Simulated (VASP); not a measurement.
# CsH (Fm-3m) in VASP: notebook

The runs below take CsH through relaxation of cell and atoms, with PBEsol.

Everything below comes from runs of VASP 6.6.1. Logs are shortened: lines on timing, memory, paths and dates and some standing lists are left out, and cuts for length are marked.

### Step 1. The cell of the first run

It takes space group Fm-3m (No. 225, cubic). Conventional cell: a = 6.210 Å, b = 6.210 Å, c = 6.210 Å, α = 90.00°, β = 90.00°, γ = 90.00°. Cs (site symmetry m-3m) has 6 H at 3.10 Å within 4.1 Å. H (site symmetry m-3m) has 6 Cs at 3.10 Å within 4.1 Å.

### Step 2. Relaxation of cell and atoms, PBEsol

Input file INCAR:

```
PREC     = Accurate       # precision mode
ENCUT    = 600            # plane-wave cutoff, eV
EDIFF    = 1E-7           # SCF threshold, eV
ISMEAR   = 0              # smearing method
SIGMA    = 0.02           # smearing width, eV
LREAL    = False          # projectors in reciprocal space
LASPH    = True           # aspherical terms in the spheres
NELM     = 80             # most SCF steps
ALGO     = Normal         # electronic algorithm
ISIF     = 3              # what is computed and relaxed
LWAVE    = False          # write WAVECAR
LCHARG   = False          # write CHGCAR
GGA      = PS             # functional
IBRION   = 2              # ionic algorithm
NSW      = 50             # ionic steps
EDIFFG   = -0.03          # ionic threshold
```

Input file KPOINTS:

```
Automatic mesh
0
Gamma
  6 6 6
```

Input file POSCAR:

```
CsH
1.0
    0.0000000000      3.1050000000      3.1050000000
    3.1050000000      0.0000000000      3.1050000000
    3.1050000000      3.1050000000      0.0000000000
Cs H
1 1
Direct
    0.0000000000      0.0000000000      0.0000000000
    0.5000000000      0.5000000000      0.5000000000
```

Potentials or basis: VASP PAW PBE potentials, release 64 (Cs_sv, H).

Started as:

```console
$ cat potpaw_PBE.64/Cs_sv/POTCAR potpaw_PBE.64/H/POTCAR > POTCAR
$ mpirun -np 1 vasp_std > vasp.out
```

OUTCAR:

```text
PREC = Accurate
   ENCUT = 600
   EDIFF = 1E-7
   ISMEAR = 0
   LREAL = False
   LASPH = True
   NELM = 80
   ISIF = 3
   GGA = PS
   IBRION = 2
   NSW = 50
   EDIFFG = -0.03

 ion  position               nearest neighbor table
   1  0.000  0.000  0.000-
   2  0.500  0.500  0.500-

  LATTYP: Found a face centered cubic cell.
 ALAT       =     6.2100000000

  Lattice vectors:

 A1 = (   0.0000000000,   3.1050000000,   3.1050000000)
 A2 = (   3.1050000000,   0.0000000000,   3.1050000000)
 A3 = (   3.1050000000,   3.1050000000,   0.0000000000)

Analysis of symmetry for initial positions (statically):
=====================================================================
 Subroutine PRICEL returns:
 Original cell was already a primitive cell.

 Routine SETGRP: Setting up the symmetry group for a
 face centered cubic supercell.

 Subroutine GETGRP returns: Found 48 space group operations
 (whereof 48 operations were pure point group operations)
 out of a pool of 48 trial point group operations.

The static configuration has the point symmetry O_h .

Analysis of symmetry for dynamics (positions and initial velocities):
=====================================================================
 Subroutine PRICEL returns:
 Original cell was already a primitive cell.

 Routine SETGRP: Setting up the symmetry group for a
 face centered cubic supercell.

 Subroutine GETGRP returns: Found 48 space group operations
 (whereof 48 operations were pure point group operations)
 out of a pool of 48 trial point group operations.

The dynamic configuration has the point symmetry O_h .

 Subroutine INISYM returns: Found 48 space group operations
 (whereof 48 operations are pure point group operations),
 and found     1 'primitive' translations

----------------------------------------------------------------------------------------

                                     Primitive cell

  volume of cell :      59.8708

  direct lattice vectors                    reciprocal lattice vectors
     0.000000000  3.105000000  3.105000000    -0.161030596  0.161030596  0.161030596
     3.105000000  0.000000000  3.105000000     0.161030596 -0.161030596  0.161030596
     3.105000000  3.105000000  0.000000000     0.161030596  0.161030596 -0.161030596
[... 62 lines left out ...]
   ions per type =               1   1
   NGX,Y,Z   is equivalent  to a cutoff of  13.63, 13.63, 13.63 a.u.
   NGXF,Y,Z  is equivalent  to a cutoff of  27.26, 27.26, 27.26 a.u.
 SYSTEM =  unknown system
   PREC   = accura    normal or accurate (medium, high low for compatibility)
   ISTART =      0    job   : 0-new  1-cont  2-samecut
   ICHARG =      2    charge: 1-file 2-atom 10-const
   ISPIN  =      1    spin polarized calculation?
   LNONCOLLINEAR =      F non collinear calculations
   LSORBIT =      F    spin-orbit coupling
   LASPH  =      T    aspherical Exc in radial PAW
   ENCUT  =  600.0 eV  44.10 Ry    6.64 a.u.   8.77  8.77  8.77*2*pi/ulx,y,z
   NELM   =     80;   NELMIN=  2; NELMDL= -5     # of ELM steps
   EDIFF  = 0.1E-06   stopping-criterion for ELM
   LREAL  =      F    real-space projection
   EDIFFG = -.3E-01   stopping-criterion for IOM
   NSW    =     50    number of steps for IOM
   IBRION =      2    ionic relax: 0-MD 1-quasi-New 2-CG
   NFREE  =      1    steps in history (QN), initial steepest desc. (CG)
   ISIF   =      3    stress and relaxation
   ISYM   =      2    0-nonsym 1-usesym 2-fastsym
   POTIM  = 0.5000    time-step for ionic-motion
   TEBEG  =    0.0;   TEEND  =   0.0 temperature during run
   PSTRESS=    0.0 pullay stress
   NELECT =      10.0000    total number of electrons
   NUPDOWN=      -1.0000    fix difference up-down
   EMIN   =  10.00;   EMAX   =-10.00  energy-range for DOS
   EFERMI =   0.00;   METHOD = LEGACY
   ISMEAR =     0;   SIGMA  =   0.02  broadening in eV -4-tet -1-fermi 0-gaus
   EFERMI_NEDOS =   21; number of points for ismear=-14 and -15
   IALGO  =     38    algorithm
   IMIX   =      4    mixing-type and parameters
     AMIX     =   0.40;   BMIX     =  1.00
     AMIX_MAG =   1.60;   BMIX_MAG =  1.00
  volume/ion in A,a.u.               =      29.94       202.01
  Fermi-wavevector in a.u.,A,eV,Ry     =   0.901578  1.703735 11.059395  0.812843
  Thomas-Fermi vector in A             =   2.024676
   LORBIT       =      0    0 simple, 1 ext, 2 COOP (PROOUT), +10 PAW based schemes
   GGA     = PS    functional components
   LHFCALC =     F    Hartree Fock is set to
   AEXX    =    0.0000 exact exchange contribution
   IVDW    =     0    specifies the selected vdW correction
   LEPSILON=     F    determine dielectric tensor
   LRPA    =     F    only Hartree local field effects (RPA)
 conjugate gradient relaxation of ions
 non-spin polarized calculation
 Gauss-broadening in eV      SIGMA  =   0.02
  energy-cutoff  :      600.00
  volume of cell :       59.87
 maximum number of plane-waves:      2012
   NGX = 17   NGY = 17   NGZ = 17

--------------------------------------- Ionic step        1  -------------------------------------------

 number of electron      10.0000001 magnetization

 Free energy of the ion-electron system (eV)
  ---------------------------------------------------
  ext. energy  EPLUGINS =         0.00000000
  ---------------------------------------------------
  free energy    TOTEN  =        -4.58750102 eV

  energy without entropy =       -4.58750102  energy(sigma->0) =       -4.58750102

------------------------ aborting loop because EDIFF is reached ----------------------------------------

  FORCE on cell =-STRESS in cart. coord.  units (eV):
  Direction    XX          YY          ZZ          XY          YZ          ZX
  --------------------------------------------------------------------------------------
  -------------------------------------------------------------------------------------
  Total        0.1048419      0.1048419      0.1048419     -0.0000000      0.0000000     -0.0000000
  in kB        2.8056328      2.8056328      2.8056328     -0.0000000      0.0000000     -0.0000000
  external PRESSURE =       2.8056328 kB  Pullay stress =       0.0000000 kB
[... 59 lines left out ...]
--------------------------------------- Ionic step        3  -------------------------------------------

 number of electron      10.0000000 magnetization

 Free energy of the ion-electron system (eV)
  ---------------------------------------------------
  ext. energy  EPLUGINS =         0.00000000
  ---------------------------------------------------
  free energy    TOTEN  =        -4.58885052 eV

  energy without entropy =       -4.58885052  energy(sigma->0) =       -4.58885052

 E-fermi :   0.4313     XC(G=0):  -7.6089

 val. band max:        0.3256762401   @ k =   0.5000   0.0000   0.0000
 cond. band min:       2.3756309586   @ k =   0.5000   0.0000   0.0000
 fundamental gap:      2.0499547185
 Fermi energy:         0.4312865213

 k-point     1 :       0.0000    0.0000    0.0000
  band No.  band energies     occupation
      1     -21.1629      2.00000
      2      -7.5429      2.00000
      3      -7.5429      2.00000
      4      -7.5429      2.00000
      5      -1.5850      2.00000
      6       5.4358      0.00000
      7       5.4358      0.00000
      8       5.4358      0.00000
      9       6.3121      0.00000
[... 207 lines left out ...]
  FREE ENERGIE OF THE ION-ELECTRON SYSTEM (eV)
  ---------------------------------------------------
  free  energy   TOTEN  =        -4.5888505157 eV

  energy  without entropy=       -4.5888505157  energy(sigma->0) =       -4.58885052

 reached required accuracy - stopping structural energy minimisation
```

CONTCAR:

```text
CsH
   1.00000000000000
     0.0000000000000000    3.1312187034236061    3.1312187034236061
     3.1312187034236061    0.0000000000000000    3.1312187034236061
     3.1312187034236061    3.1312187034236061   -0.0000000000000000
  Cs              H
     1     1
Direct
     0.0000000000000000    0.0000000000000000    0.0000000000000000
     0.5000000000000000    0.5000000000000000    0.5000000000000000

  0.00000000E+00  0.00000000E+00  0.00000000E+00
  0.00000000E+00  0.00000000E+00  0.00000000E+00
```

Run time: 41 s. Hardware: 1 thread of Intel Xeon 8259CL, shared host; peak memory 0.22 GiB.

What came out:

* Free energy: -4.5889 eV
* Relaxed volume: 30.70 Å³/atom
* Relaxed cell: a = 4.428 Å, b = 4.428 Å, c = 4.428 Å, α = 60.00°, β = 60.00°, γ = 60.00°
* Space group after relaxing (to 0.1 Å): Fm-3m (No. 225)
* Energy gained by relaxing: 0.7 meV/atom
* Ionic steps: 3
* Pressure after relaxing: 0.0 GPa
* Band gap on the k mesh: 2.05 eV

The path:
```
step  energy change (eV)  largest force (eV/Å)  pressure (GPa)  volume (Å³)
   1              0.0000                0.0000            0.28        59.87
   2             -0.0007                0.0000            0.20        60.33
   3             -0.0013                0.0000            0.01        61.40
```

Final structure:
```yaml
crystal:
  lattice:
    - [0.00000, 3.13122, 3.13122]
    - [3.13122, 0.00000, 3.13122]
    - [3.13122, 3.13122, 0.00000]
  atoms:
    - { symbol: Cs, position: [0.00000, 0.00000, 0.00000] }
    - { symbol: H, position: [0.50000, 0.50000, 0.50000] }
```

Caveat: the PAW data sets were made with another functional, which shifts forces and pressure a little; spin-orbit coupling is left out, which moves the levels of the heavy elements. A k mesh can miss the band edges.

### Step 3. Relaxation of cell and atoms, PBEsol, target pressure 5 GPa, at which the enthalpy is minimised

Input file INCAR:

```
SYSTEM = CsH
ALGO = Normal ; EDIFF = 1E-6
EDIFFG = -0.03 ; ENCUT = 600
GGA = PS ; IBRION = 2
ISIF = 3 ; ISMEAR = 0
LASPH = .True. ; LCHARG = .False.
LREAL = .False. ; LWAVE = .False.
NELM = 100 ; NSW = 50
PREC = Accurate ; PSTRESS = 50.0
SIGMA = 0.02
```

Input file KPOINTS:

```
k-points
0
Gamma
  6 6 6
  0 0 0
```

POSCAR is that of step 2.

Potentials or basis: VASP PAW PBE potentials, release 64 (Cs_sv, H).

Started as:

```console
$ cat potpaw_PBE.64/Cs_sv/POTCAR potpaw_PBE.64/H/POTCAR > POTCAR
$ mpirun -np 1 vasp_std > vasp.out
```

It took 54 s on 1 thread of Intel Xeon 8259CL, shared host; peak memory 0.21 GiB.

It converged, with:

```
Free energy                                                : -4.3931 eV
Relaxed volume                                             : 22.99 Å³/atom
Relaxed cell                                               : a = 4.021 Å, b = 4.021 Å, c = 4.021 Å, α = 60.00°, β = 60.00°, γ = 60.00°
Space group after relaxing (to 0.1 Å)                      : Fm-3m (No. 225)
Energy change on relaxing (the run minimises the enthalpy) : +97.2 meV/atom
Ionic steps                                                : 4
Pressure after relaxing                                    : 5.1 GPa
Band gap on the k mesh                                     : 1.43 eV
```

Step by step:
| step | energy change (eV) | largest force (eV/Å) | pressure (GPa) | volume (Å³) |
| --- | --- | --- | --- | --- |
| 1 | 0.0000 | 0.0000 | 0.27 | 59.87 |
| 2 | 0.0515 | 0.0000 | 2.15 | 52.54 |
| 3 | 0.1537 | 0.0000 | 4.31 | 47.36 |
| 4 | 0.1944 | 0.0000 | 5.10 | 45.97 |

Final structure:
```
Cs H
1.0
     0.00000    2.84332    2.84332
     2.84332    0.00000    2.84332
     2.84332    2.84332    0.00000
Cs H
1 1
Cartesian
  2.8433 2.8433 0.0000
  2.8433 2.8433 2.8433
```

Levels at points of the mesh, in eV from the valence-band top:
| k point | band 3 | band 4 | band 5 | band 6 | band 7 | band 8 |
| --- | --- | --- | --- | --- | --- | --- |
| (0.00, 0.00, 0.00) | -7.84 | -7.84 | -2.61 | 4.84 | 4.84 | 4.84 |
| (0.50, 0.00, 0.00) | -8.06 | -8.06 | 0.00 | 1.43 | 4.24 | 4.24 |
| (0.50, 0.50, 0.00) | -8.51 | -8.51 | -2.51 | 1.97 | 7.04 | 9.59 |

Caveat: the cell is relaxed towards a set pressure, so the run minimises the enthalpy, not the energy; the volume moved by over 15 % at a fixed basis, so the end points are rough; the PAW data sets were made with another functional, which shifts forces and pressure a little; spin-orbit coupling is left out, which moves the levels of the heavy elements. A k mesh can miss the band edges.

(Continued in part 2 of 2.)
